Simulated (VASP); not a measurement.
## Ru: single point with PBE

The system is Ru.

```
CELL_PARAMETERS angstrom
0.00000 1.90508 1.90508
1.90508 0.00000 1.90508
1.90508 1.90508 0.00000
ATOMIC_POSITIONS crystal
Ru 0.00000 0.00000 0.00000
```

```yaml
Program: VASP 6.6.1
Task: single point
Functional: PBE
Potentials_or_basis: VASP PAW PBE potentials, release 64 (Ru_pv)
Cutoff: 520 eV
k_mesh: 18 × 18 × 18
Occupations: gaussian, width 0.1 eV
Spin: no spin polarisation
```

* Pressure: -0.2 GPa
* Band gap on the k mesh: zero (band 7 reaches 14.62 eV, above the bottom of band 8 at 11.28 eV)

Levels at points of the mesh, in eV from the Fermi level:
```csv
k point,band 4,band 5,band 6,band 7,band 8,band 9,band 10,band 11
"(0.00, 0.00, 0.00)",-7.76,-2.47,-2.47,-2.47,-0.09,-0.09,10.60,15.11
"(0.50, 0.00, 0.00)",-5.90,-2.59,-2.59,1.05,1.73,1.73,9.90,10.61
"(0.50, 0.50, 0.00)",-6.19,-5.72,1.68,2.23,2.23,3.65,10.60,13.39
```

Run time: 21 s on 1 thread of Intel(R) Xeon(R) 6975P-C (Granite Rapids), on a shared host, peak memory 0.14 GiB.
